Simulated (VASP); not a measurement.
Write the native input for VASP 6.6.1 that does the following.

- Task: single point
- Functional: PBE
- Potentials or basis: VASP PAW PBE potentials, release 64 (Zn, Cd, Se)
- Cutoff: 520 eV
- k mesh: 6 × 6 × 1
- Occupations: gaussian, width 0.1 eV
- Spin: no spin polarisation
- Dipole correction: no
- Further INCAR settings: ALGO = Normal; EDIFF = 1e-06; NBANDS = 66

The structure of Zn2CdSe3 lies in POSCAR:

```
Zn2CdSe3
1.0
    4.1484554000      0.0000000000      0.0000000000
   -2.0742277000      3.5926678000      0.0000000000
    0.0000000000      0.0000000000     20.5700491000
Zn Cd Se
4 2 6
Direct
    0.3333333000      0.6666667000      0.9976820000
    0.3333333000      0.6666667000      0.3387040000
    0.6666667000      0.3333333000      0.4976820000
    0.6666667000      0.3333333000      0.8387040000
    0.3333333000      0.6666667000      0.6705410000
    0.6666667000      0.3333333000      0.1705410000
    0.3333333000      0.6666667000      0.1181550000
    0.3333333000      0.6666667000      0.4596600000
    0.3333333000      0.6666667000      0.8002580000
    0.6666667000      0.3333333000      0.3002580000
    0.6666667000      0.3333333000      0.6181550000
    0.6666667000      0.3333333000      0.9596600000
```

The input as run:

INCAR

```
ALGO = Normal
EDIFF = 1E-6
ENCUT = 520
GGA = PE
ISIF = 2
ISMEAR = 0
LASPH = T
LCHARG = T
LELF = T
LREAL = F
LVHAR = T
LWAVE = F
NBANDS = 66
NELM = 80
PREC = Accurate
SIGMA = 0.1
```

KPOINTS

```
k-points
0
Gamma
  6 6 1
```

Potentials or basis: VASP PAW PBE potentials, release 64 (Zn, Cd, Se).

Launch:

```sh
$ cat potpaw_PBE.64/Zn/POTCAR potpaw_PBE.64/Cd/POTCAR potpaw_PBE.64/Se/POTCAR > POTCAR
$ mpirun -np 1 vasp_std > vasp.out
```

It gave:

The pressure is 0.2 GPa and the largest force is 0.019 eV/Å. The band gap on the k mesh is 0.73 eV.

Caveat: semilocal functionals underestimate gaps, and a narrow one can read as zero.

It took 6.8 min on 1 thread of Intel Xeon 8259CL, on a shared host, peak memory 0.48 GiB.
